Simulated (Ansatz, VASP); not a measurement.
# Rh in VASP and in Ansatz

```
CELL_PARAMETERS angstrom
2.69235 0.00000 0.00000
-1.34617 2.33164 0.00000
0.00000 0.00000 4.39661
ATOMIC_POSITIONS crystal
Rh 0.33333 0.66667 0.25000
Rh 0.66667 0.33333 0.75000
```

Alike in both runs: task single point; functional PBE; k mesh 9 × 9 × 4; occupations gaussian, width 0.1 eV; no spin polarisation.

|  | VASP | Ansatz |
| --- | --- | --- |
| version | VASP 6.6.1 | Ansatz 0.2.0 |
| potentials or method | VASP PAW PBE potentials, release 64 (Rh_pv), cutoff 500 eV | scalar-relativistic, plane waves, PAW |
| valence electrons in the cell | 30 | 34 |

VASP gave:

```
gap on the k mesh at the Fermi level (eV)                     : none
pressure (GPa)                                                : 5.4
traceless stress, the component that is largest in VASP (GPa) : -2.34
```

Q: Estimate Ansatz's values.

A: gap on the k mesh at the Fermi level (eV): none; pressure (GPa): 5.3; traceless stress, the component that is largest in VASP (GPa): -2.35.

A gap of «none» marks a metal or a gap that the smearing closes. VASP's potentials hold 30 valence electrons a cell and Ansatz's 34, so a difference there can come from the potentials and not from the codes.
